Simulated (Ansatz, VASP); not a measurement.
**V2Si: VASP beside Ansatz**

```
V Si
1.0
     0.00000    2.84216    2.84216
     2.84216    0.00000    2.84216
     2.84216    2.84216    0.00000
V Si
2 1
Cartesian
  1.4211 1.4211 1.4211
  4.2632 4.2632 4.2632
  0.0000 0.0000 0.0000
```

Change from the starting cell: species swapped into the PIr2 type (Fm-3m, No. 225).

Alike in both runs: functional PBE; k mesh 14 × 14 × 14; occupations gaussian, width 0.1 eV; collinear spin.

Ansatz relaxed the structure, and its values are those at the end. VASP's run is a single point on that final structure, the one shown.

|  | VASP | Ansatz |
| --- | --- | --- |
| version | VASP 6.6.1 | Ansatz 0.2.0 |
| potentials or method | VASP PAW PBE potentials, release 64 (V_sv, Si), cutoff 520 eV | scalar-relativistic, plane waves, PAW |
| valence electrons in the cell | 30 | 30 |

|  | VASP | Ansatz | Ansatz less VASP |
| --- | --- | --- | --- |
| gap on the k mesh at the Fermi level (eV) | none | none | - |
| pressure (GPa) | 0.1 | 0.0 | -0.14 |
| net moment per atom (μB) | 0.00 | 0.00 | 0.000 |

A gap of «none» marks a metal or a gap that the smearing closes. Ansatz's warnings: seeded moment not kept.
